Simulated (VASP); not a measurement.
Set up this calculation in VASP 6.6.1, as the native input.

- Task: electric field gradients
- Functional: PBE
- Potentials or basis: VASP PAW PBE potentials, release 64 (Tl_d)
- Cutoff: 520 eV
- k mesh: 14 × 14 × 14
- Occupations: fermi-dirac, width 0.05 eV
- Spin: no spin polarisation
- Dipole correction: no
- Further INCAR settings: ALGO = Normal; EDIFF = 1e-08; NBANDS = 12

The structure of Tl lies in POSCAR:

```
Tl
1.0
    0.0000000000      2.1211798878      2.1211798878
    2.1211798878      0.0000000000      2.1211798878
    2.1211798878      2.1211798878      0.0000000000
Tl
1
Direct
    0.0000000000      0.0000000000      0.0000000000
```

This cell differs from its parent crystal: volume scaled by 0.9405.

These files were run (other wordings do the same):

INCAR

```
SYSTEM = Tl
ALGO = Normal
EDIFF = 1E-8
ENCUT = 520
GGA = PE
ISIF = 2
ISMEAR = -1
LASPH = .True.
LCHARG = .False.
LEFG = .True.
LREAL = .False.
LWAVE = .False.
NBANDS = 12
NELM = 100
PREC = Accurate
SIGMA = 0.05
```

KPOINTS

```
k-points
0
Gamma
  14 14 14
  0 0 0
```

Potentials or basis: VASP PAW PBE potentials, release 64 (Tl_d).

Launch:

```bash
$ cat potpaw_PBE.64/Tl_d/POTCAR > POTCAR
$ mpirun -np 1 vasp_std > vasp.out
```

It gave:

```
Pressure : 50.7 GPa
```

Caveat: without QUAD_EFG the Cq values of the log hold for a quadrupole moment of 1 mb, not for the nuclei.

Wall time 14 s on 1 thread of Intel(R) Xeon(R) Platinum 8488C (Sapphire Rapids), with other jobs on the host, peak memory 0.15 GiB.
